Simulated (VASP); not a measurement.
A run of VASP 6.6.1 is set up as follows.

The input POSCAR:

```
Cr
1.0
    2.9593618955      0.0000000000      0.0000000000
    0.0000000000      2.9593618955      0.0000000000
    0.0000000000      0.0000000000      2.9593618955
Cr
2
Direct
    0.0000000000      0.0000000000      0.0000000000
    0.5000000000      0.5000000000      0.5000000000
```

File INCAR.step1:

```
SYSTEM = Cr
PREC     = Accurate       ! precision mode
ENCUT    = 520            ! plane-wave cutoff, eV
ISMEAR   = 0              ! smearing method
SIGMA    = 0.05           ! smearing width, eV
LREAL    = .FALSE.        ! projectors in reciprocal space
LASPH    = .TRUE.         ! aspherical terms in the spheres
NELM     = 150            ! most SCF steps
ISPIN    = 2              ! spin polarisation
MAGMOM   = 2.75 -2.75     ! initial moments
LMAXMIX  = 4              ! l up to which the mixer works
NBANDS   = 23             ! bands
GGA      = PE             ! functional
ALGO     = Normal         ! electronic algorithm
EDIFF    = 1E-4           ! SCF threshold, eV
LWAVE    = .TRUE.         ! write WAVECAR
LCHARG   = .FALSE.        ! write CHGCAR
```

File INCAR.step2:

```
SYSTEM = Cr
PREC     = Accurate       ! precision mode
ENCUT    = 520            ! plane-wave cutoff, eV
EDIFF    = 1E-7           ! SCF threshold, eV
ISMEAR   = 0              ! smearing method
SIGMA    = 0.05           ! smearing width, eV
LREAL    = .FALSE.        ! projectors in reciprocal space
LASPH    = .TRUE.         ! aspherical terms in the spheres
NELM     = 150            ! most SCF steps
ALGO     = Normal         ! electronic algorithm
ISIF     = 2              ! what is computed and relaxed
LWAVE    = .FALSE.        ! write WAVECAR
LCHARG   = .FALSE.        ! write CHGCAR
ISPIN    = 2              ! spin polarisation
MAGMOM   = 2.75 -2.75     ! initial moments
LORBIT   = 11             ! projections on sites
LMAXMIX  = 4              ! l up to which the mixer works
METAGGA  = R2SCAN         ! meta-GGA
LMIXTAU  = .TRUE.       
NBANDS   = 23             ! bands
ISTART   = 1
```

KPOINTS

```
Automatic mesh
0
G
  16 16 16
  0 0 0
```

Potentials or basis: VASP PAW PBE potentials, release 64 (Cr_pv).

Launch:

```bash
$ cat potpaw_PBE.64/Cr_pv/POTCAR > POTCAR
$ cp INCAR.step1 INCAR
$ mpirun -np 1 vasp_std > vasp.out
$ cp INCAR.step2 INCAR
$ mpirun -np 1 vasp_std > vasp.out
```

Predict the site moments.

Cr +2.68, -2.68 μB.

Estimate the pressure.

0.5 GPa.

What does it give for the band gap on the k mesh?

Zero (filled and empty bands overlap).

Estimate the net moment.

0.00 μB per cell.

Caveat: the antiferromagnetic order is the one typed at the start, and another may lie lower; the PAW data sets were made with another functional, which shifts forces and pressure a little.
